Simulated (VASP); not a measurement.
# Se (P6_3/mmc) in VASP: a series of runs

Runs on Se. Level: PBEsol. Tasks: single point.

Everything below comes from runs of VASP 6.6.1. Logs are shortened: lines on timing, memory, paths and dates and some standing lists are left out, and cuts for length are marked.

## Step 1: The cell of the first run

It takes space group P6_3/mmc (No. 194, hexagonal). The conventional cell has a = 2.424 Å, b = 2.424 Å, c = 3.713 Å, α = 90.00°, β = 90.00°, γ = 120.00°. Se (site symmetry -6m2) has 12 Se at 2.32 to 2.42 Å within 3.1 Å.

This isn't the form of Se at room conditions, which is trigonal, of chains.

## Step 2: Single point, PBEsol

The input, INCAR:

```
PREC = Accurate
ENCUT = 520
EDIFF = 1E-6
ISMEAR = -1
SIGMA = 0.1
LREAL = False
LASPH = True
NELM = 60
ALGO = Normal
ISIF = 2
LWAVE = False
LCHARG = False
GGA = PS
NBANDS = 13
```

The input, KPOINTS:

```
regular mesh
0
Gamma
  14 14 8
```

The input, POSCAR:

```
Se
1.0
    2.4237043410      0.0000000000      0.0000000000
   -1.2118521705      2.0989895305      0.0000000000
    0.0000000000      0.0000000000      3.7125291197
Se
2
Direct
    0.3333333333      0.6666666667      0.2500000000
    0.6666666667      0.3333333333      0.7500000000
```

Potentials or basis: VASP PAW PBE potentials, release 64 (Se).

Run with:

```bash
$ cat potpaw_PBE.64/Se/POTCAR > POTCAR
$ mpirun -np 1 vasp_std > vasp.out
```

OUTCAR:

```text
PREC = Accurate
   ENCUT = 520
   EDIFF = 1E-6
   ISMEAR = -1
   LREAL = False
   LASPH = True
   NELM = 60
   ISIF = 2
   GGA = PS

 ion  position               nearest neighbor table
   1  0.333  0.667  0.250-   2 2.32   2 2.32   2 2.32   2 2.32   2 2.32   2 2.32
   2  0.667  0.333  0.750-   1 2.32   1 2.32   1 2.32   1 2.32   1 2.32   1 2.32

  LATTYP: Found a hexagonal cell.
 ALAT       =     2.4237043410
 C/A-ratio  =     1.5317582499

  Lattice vectors:

 A1 = (   2.4237043410,   0.0000000000,   0.0000000000)
 A2 = (  -1.2118521705,   2.0989895305,   0.0000000000)
 A3 = (   0.0000000000,   0.0000000000,   3.7125291197)

Analysis of symmetry for initial positions (statically):
=====================================================================
 Subroutine PRICEL returns:
 Original cell was already a primitive cell.

 Routine SETGRP: Setting up the symmetry group for a
 hexagonal supercell.

 Subroutine GETGRP returns: Found 24 space group operations
 (whereof 12 operations were pure point group operations)
 out of a pool of 24 trial point group operations.

The static configuration has the point symmetry D_3d.
 The point group associated with its full space group is D_6h.

Analysis of symmetry for dynamics (positions and initial velocities):
=====================================================================
 Subroutine PRICEL returns:
 Original cell was already a primitive cell.

 Routine SETGRP: Setting up the symmetry group for a
 hexagonal supercell.

 Subroutine GETGRP returns: Found 24 space group operations
 (whereof 12 operations were pure point group operations)
 out of a pool of 24 trial point group operations.

The dynamic configuration has the point symmetry D_3d.
 The point group associated with its full space group is D_6h.

 Subroutine INISYM returns: Found 24 space group operations
 (whereof 12 operations are pure point group operations),
 and found     1 'primitive' translations

----------------------------------------------------------------------------------------

                                     Primitive cell

  volume of cell :      18.8869

  direct lattice vectors                    reciprocal lattice vectors
     2.423704341  0.000000000  0.000000000     0.412591579  0.238209859  0.000000000
    -1.211852171  2.098989530  0.000000000     0.000000000  0.476419718  0.000000000
     0.000000000  0.000000000  3.712529120     0.000000000  0.000000000  0.269358157

  length of vectors
     2.423704341  2.423704341  3.712529120     0.476419718  0.476419718  0.269358157

  position of ions in fractional coordinates (direct lattice)
     0.333333333  0.666666667  0.250000000
     0.666666667  0.333333333  0.750000000

  ion indices of the primitive-cell ions
   primitive index   ion index
                 1           1
                 2           2

----------------------------------------------------------------------------------------

 KPOINTS: regular mesh

Automatic generation of k-mesh.
 Grid dimensions read from file:
 generate k-points for:   14   14    8

 Generating k-lattice:

  Cartesian coordinates                     Fractional coordinates (reciprocal lattice)
     0.029470827  0.017014990  0.000000000     0.071428571  0.000000000  0.000000000
     0.000000000  0.034029980  0.000000000     0.000000000  0.071428571  0.000000000
     0.000000000  0.000000000  0.033669770     0.000000000  0.000000000  0.125000000

  Length of vectors
     0.034029980  0.034029980  0.033669770

  Shift w.r.t. Gamma in fractional coordinates (k-lattice)
     0.000000000  0.000000000  0.000000000

 Subroutine IBZKPT returns following result:
 ===========================================

 Found    120 irreducible k-points:

 Following reciprocal coordinates:
            Coordinates               Weight
  0.000000  0.000000  0.000000      1.000000
  0.071429  0.000000  0.000000      6.000000
  0.142857  0.000000  0.000000      6.000000
  0.214286  0.000000  0.000000      6.000000
  0.285714  0.000000  0.000000      6.000000
  0.357143  0.000000  0.000000      6.000000
[... 16 lines left out ...]
  0.285714  0.285714  0.000000      6.000000
  0.357143  0.285714  0.000000      6.000000
 [... further k-points ...]
   k-points           NKPTS =    120   k-points in BZ     NKDIM =    120   number of bands    NBANDS=     13
   number of dos      NEDOS =    301   number of ions     NIONS =      2
   total plane-waves  NPLWV =   9072
   dimension x,y,z NGX =    18 NGY =   18 NGZ =   28
   dimension x,y,z NGXF=    36 NGYF=   36 NGZF=   56
   ions per type =               2
   NGX,Y,Z   is equivalent  to a cutoff of  12.35, 12.35, 12.54 a.u.
   NGXF,Y,Z  is equivalent  to a cutoff of  24.69, 24.69, 25.08 a.u.
 SYSTEM =  unknown system
   PREC   = accura    normal or accurate (medium, high low for compatibility)
   ISTART =      0    job   : 0-new  1-cont  2-samecut
   ICHARG =      2    charge: 1-file 2-atom 10-const
   ISPIN  =      1    spin polarized calculation?
   LNONCOLLINEAR =      F non collinear calculations
   LSORBIT =      F    spin-orbit coupling
   LASPH  =      T    aspherical Exc in radial PAW
   ENCUT  =  520.0 eV  38.22 Ry    6.18 a.u.   4.51  4.51  6.90*2*pi/ulx,y,z
   NELM   =     60;   NELMIN=  2; NELMDL= -5     # of ELM steps
   EDIFF  = 0.1E-05   stopping-criterion for ELM
   LREAL  =      F    real-space projection
   EDIFFG = 0.1E-04   stopping-criterion for IOM
   NSW    =      0    number of steps for IOM
   IBRION =     -1    ionic relax: 0-MD 1-quasi-New 2-CG
   NFREE  =      0    steps in history (QN), initial steepest desc. (CG)
   ISIF   =      2    stress and relaxation
   ISYM   =      2    0-nonsym 1-usesym 2-fastsym
   POTIM  = 0.5000    time-step for ionic-motion
   TEBEG  =    0.0;   TEEND  =   0.0 temperature during run
   PSTRESS=    0.0 pullay stress
   NELECT =      12.0000    total number of electrons
   NUPDOWN=      -1.0000    fix difference up-down
   EMIN   =  10.00;   EMAX   =-10.00  energy-range for DOS
   EFERMI =   0.00;   METHOD = LEGACY
   ISMEAR =    -1;   SIGMA  =   0.10  broadening in eV -4-tet -1-fermi 0-gaus
   EFERMI_NEDOS =   21; number of points for ismear=-14 and -15
   IALGO  =     38    algorithm
   IMIX   =      4    mixing-type and parameters
     AMIX     =   0.40;   BMIX     =  1.00
     AMIX_MAG =   1.60;   BMIX_MAG =  1.00
  volume/ion in A,a.u.               =       9.44        63.73
  Fermi-wavevector in a.u.,A,eV,Ry     =   1.407393  2.659587 26.949800  1.980754
  Thomas-Fermi vector in A             =   2.529657
   LORBIT       =      0    0 simple, 1 ext, 2 COOP (PROOUT), +10 PAW based schemes
   GGA     = PS    functional components
   LHFCALC =     F    Hartree Fock is set to
   AEXX    =    0.0000 exact exchange contribution
   IVDW    =     0    specifies the selected vdW correction
   LEPSILON=     F    determine dielectric tensor
   LRPA    =     F    only Hartree local field effects (RPA)
 non-spin polarized calculation
  energy-cutoff  :      520.00
  volume of cell :       18.89
 maximum number of plane-waves:       524
 NGX is ok and might be reduce to    18
   NGX =  9   NGY =  9   NGZ = 13

 number of electron      12.0000000 magnetization

 Free energy of the ion-electron system (eV)
  ---------------------------------------------------
  ext. energy  EPLUGINS =         0.00000000
  ---------------------------------------------------
  free energy    TOTEN  =         2.80156851 eV

  energy without entropy =        2.82012029  energy(sigma->0) =        2.81084440

 E-fermi :  18.5150     XC(G=0): -14.4407

 val. band max:       18.5120872507   @ k =   0.2143   0.2143   0.0000
 cond. band min:      18.5165969915   @ k =   0.2143   0.2143   0.0000
 fundamental gap:      0.0045097408
 Fermi energy:        18.5150421031

 k-point     1 :       0.0000    0.0000    0.0000
  band No.  band energies     occupation
      1      -8.3369      2.00000
      2       2.4576      2.00000
      3       3.0400      2.00000
      4      22.0601      0.00000
      5      22.0601      0.00000
      6      25.5022      0.00000
      7      25.5022      0.00000
      8      29.1247      0.00000
      9      30.0246      0.00000
     10      30.4213      0.00000
     11      32.9800      0.00000
     12      32.9800      0.00000
     13      35.7781      0.00000

 k-point     2 :       0.0714    0.0000    0.0000
  band No.  band energies     occupation
      1      -8.1616      2.00000
      2       2.6233      2.00000
      3       3.2195      2.00000
      4      20.0294      0.00000
      5      21.1298      0.00000
      6      24.8763      0.00000
      7      26.3237      0.00000
      8      29.1815      0.00000
      9      29.7219      0.00000
     10      30.6471      0.00000
     11      32.3512      0.00000
     12      33.2014      0.00000
     13      34.3920      0.00000

 k-point     3 :       0.1429    0.0000    0.0000
  band No.  band energies     occupation
      1      -7.6360      2.00000
      2       3.1202      2.00000
      3       3.7553      2.00000
      4      16.4529      2.00000
      5      19.5611      0.00006
      6      23.3947      0.00000
      7      26.7779      0.00000
      8      26.9826      0.00000
      9      27.0062      0.00000
     10      32.4747      0.00000
     11      32.5269      0.00000
     12      32.9746      0.00000
     13      33.3351      0.00000

 k-point     4 :       0.2143    0.0000    0.0000
  band No.  band energies     occupation
      1      -6.7602      2.00000
      2       3.9467      2.00000
      3       4.6398      2.00000
      4      12.7734      2.00000
      5      18.0967      1.96996
      6      21.4881      0.00000
      7      23.6792      0.00000
      8      24.1956      0.00000
      9      26.4296      0.00000
     10      31.7334      0.00000
     11      32.0431      0.00000
     12      33.1694      0.00000
     13      34.5517      0.00000

 k-point     5 :       0.2857    0.0000    0.0000
  band No.  band energies     occupation
      1      -5.5362      2.00000
      2       5.0841      2.00000
      3       5.8565      2.00000
      4       9.2996      2.00000
      5      16.8962      2.00000
      6      18.8758      0.05282
      7      20.5239      0.00000
      8      22.4267      0.00000
      9      25.5229      0.00000
     10      30.6426      0.00000
     11      31.0199      0.00000
     12      32.7236      0.00000
     13      37.3273      0.00000
[... 257 lines left out ...]
 k-point    22 :       0.3571    0.2143    0.0000
  band No.  band energies     occupation
      1       0.0399      2.00000
      2       2.8416      2.00000
      3       7.9175      2.00000
      4      10.8923      2.00000
      5      10.9674      2.00000
      6      13.2087      2.00000
      7      14.4172      2.00000
      8      17.7901      1.99858
      9      21.0841      0.00000
     10      29.9887      0.00000
     11      38.1742      0.00000
     12      39.6885      0.00000
     13      40.2934      0.00000

 k-point    23 :       0.2857    0.2857    0.0000
  band No.  band energies     occupation
      1      -0.0660      2.00000
      2       4.1347      2.00000
      3       6.2860      2.00000
      4      10.6974      2.00000
      5      10.9984      2.00000
      6      14.9249      2.00000
      7      15.1693      2.00000
      8      15.5442      2.00000
      9      20.0630      0.00000
     10      33.7751      0.00000
     11      34.6519      0.00000
     12      41.0660      0.00000
     13      42.1447      0.00000

 k-point    24 :       0.3571    0.2857    0.0000
  band No.  band energies     occupation
      1       1.5717      2.00000
      2       2.6397      2.00000
      3       5.6552      2.00000
      4      12.2866      2.00000
      5      12.7701      2.00000
      6      12.9443      2.00000
      7      13.6997      2.00000
      8      15.2025      2.00000
      9      19.5200      0.00009
     10      34.0431      0.00000
     11      38.2493      0.00000
     12      38.3657      0.00000
     13      42.1910      0.00000

 [... further k-points ...]
[... 5 lines left out ...]
  --------------------------------------------------------------------------------------
  -------------------------------------------------------------------------------------
  Total       34.3827265     34.3827265     34.5554415      0.0000000     -0.0000000      0.0000000
  in kB     2916.6956465   2916.6956463   2931.3470994      0.0000000     -0.0000000      0.0000000
  external PRESSURE =    2921.5794641 kB  Pullay stress =       0.0000000 kB

 VOLUME and BASIS-vectors are now :
 -----------------------------------------------------------------------------
  energy-cutoff  :      520.00
  volume of cell :       18.89
      direct lattice vectors                 reciprocal lattice vectors
     2.423704341  0.000000000  0.000000000     0.412591579  0.238209859  0.000000000
    -1.211852171  2.098989530  0.000000000     0.000000000  0.476419718  0.000000000
     0.000000000  0.000000000  3.712529120     0.000000000  0.000000000  0.269358157

 POSITION                                       TOTAL-FORCE (eV/Angst)
 -----------------------------------------------------------------------------------
     -0.00000      1.39933      0.92813        -0.000000     -0.000000      0.000000
      1.21185      0.69966      2.78440         0.000000      0.000000      0.000000
 -----------------------------------------------------------------------------------
    total drift:                               -0.000000      0.000000      0.000000

  FREE ENERGIE OF THE ION-ELECTRON SYSTEM (eV)
  ---------------------------------------------------
  free  energy   TOTEN  =         2.8015685075 eV

  energy  without entropy=        2.8201202918  energy(sigma->0) =        2.81084440
```

It took 11 s on 1 thread of AMD EPYC 9R45 (Zen 5), shared host; peak memory 0.11 GiB.

What came out:

* Free energy: 2.8016 eV
* Pressure: 292.2 GPa
* Band gap on the k mesh: zero (bands 6 and 7 overlap by 11.81 eV)

Stress tensor (GPa, compression positive):
```
291.67   0.00   0.00
  0.00 291.67   0.00
  0.00   0.00 293.13
```

Levels at points of the mesh, in eV from the Fermi level:
```csv
k point,band 2,band 3,band 4,band 5,band 6,band 7,band 8,band 9,band 10,band 11
"(0.00, 0.00, 0.00)",-16.06,-15.48,3.55,3.55,6.99,6.99,10.61,11.51,11.91,14.46
"(0.50, 0.00, 0.00)",-17.40,-8.38,-7.89,-7.66,-4.90,-3.22,2.24,5.57,10.63,11.18
"(0.00, 0.00, 0.50)",-24.08,-2.27,-2.27,5.71,5.71,5.71,5.71,11.79,11.79,11.79
"(0.50, 0.00, 0.50)",-16.32,-14.55,-14.55,-0.39,-0.39,2.44,2.44,5.96,5.96,9.39
```

Caveat: the cell stands under pressure; the PAW data sets were made with another functional, which shifts forces and pressure a little.

[end of part 1 of 2]
